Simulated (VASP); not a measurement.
## WS2: single point with PBEsol

The system is WS2, a slab with vacuum.

```
CELL_PARAMETERS angstrom
3.18352 0.00000 0.00000
-1.59176 2.75701 0.00000
0.00000 0.00000 16.95058
ATOMIC_POSITIONS crystal
W 0.33333 0.66667 0.00000
S 0.66667 0.33333 0.90800
S 0.66667 0.33333 0.09200
```

```json
{
  "Program": "VASP 6.6.1",
  "Task": "single point",
  "Functional": "PBEsol",
  "Potentials or basis": "VASP PAW PBE potentials, release 64 (W_sv, S)",
  "Cutoff": "520 eV",
  "k mesh": "12 × 12 × 2",
  "Occupations": "gaussian, width 0.05 eV",
  "Spin": "no spin polarisation"
}
```

```json
{
  "Largest force": "0.104 eV/Å",
  "Band gap on the k mesh": "1.79 eV, indirect (the least direct gap lies 1.0 meV higher)"
}
```

Forces on the atoms (eV/Å):
```
W    0.000  0.000  0.000
S    0.000  0.000  0.104
S    0.000  0.000 -0.104
```

Levels at points of the mesh, in eV from the valence-band top:
| k point | band 9 | band 10 | band 11 | band 12 | band 13 | band 14 | band 15 | band 16 | band 17 | band 18 |
| --- | --- | --- | --- | --- | --- | --- | --- | --- | --- | --- |
| (0.00, 0.00, 0.00) | -2.89 | -2.06 | -1.64 | -1.64 | 0.00 | 2.90 | 2.90 | 3.10 | 3.10 | 5.00 |
| (0.50, 0.00, 0.00) | -4.43 | -3.43 | -2.08 | -1.27 | -0.92 | 2.85 | 3.31 | 4.06 | 4.79 | 5.08 |
| (0.00, 0.00, 0.50) | -2.89 | -2.06 | -1.64 | -1.64 | 0.00 | 2.90 | 2.90 | 3.10 | 3.10 | 5.04 |
| (0.50, 0.00, 0.50) | -4.43 | -3.43 | -2.08 | -1.27 | -0.92 | 2.85 | 3.31 | 4.06 | 4.79 | 5.08 |

It took 99 s on 1 thread of Intel(R) Xeon(R) Platinum 8488C (Sapphire Rapids) (shared host), peak memory 0.3 GiB.

Caveat: the PAW data sets were made with another functional, which shifts forces and pressure a little; spin-orbit coupling is left out, which moves the levels of the heavy elements.
